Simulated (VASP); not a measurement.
ScF3, 4 atoms in the cell. The structure is cubic, space group Pm-3m (No. 221). Conventional cell: a = 4.091 Å, b = 4.091 Å, c = 4.091 Å, α = 90.00°, β = 90.00°, γ = 90.00°. Within 2.7 Å of Sc (site symmetry m-3m) lie 6 F at 2.05 Å. Within 2.7 Å of F (site symmetry 4/mmm) lie 2 Sc at 2.05 Å.  This cell differs from its parent crystal: volume scaled by 1.06.

```yaml
Program: VASP 6.6.1
Task: electric field gradients
Functional: LDA
Potentials_or_basis: VASP PAW LDA potentials, release 64 (Sc_sv, F)
Cutoff: 520 eV
k_mesh: 6 × 6 × 6
Occupations: fermi-dirac, width 0.02 eV
Spin: no spin polarisation
Dipole_correction: no
Further_INCAR_settings: ALGO = Normal; EDIFF = 1e-08; NBANDS = 24
```

Potentials or basis: VASP PAW LDA potentials, release 64 (Sc_sv, F).

Launch:

```sh
$ cat potpaw_LDA.64/Sc_sv/POTCAR potpaw_LDA.64/F/POTCAR > POTCAR
$ mpirun -np 1 vasp_std > vasp.out
```

Hardware: 1 thread of AMD EPYC 7R13 Processor (Zen 3), on a shared host.

**Question.** Estimate the wall time of this run.

**Answer.** Run time: 20 s on 1 thread of AMD EPYC 7R13 Processor (Zen 3), on a shared host, peak memory 0.13 GiB. Counts: scf iterations 17, k points 20.
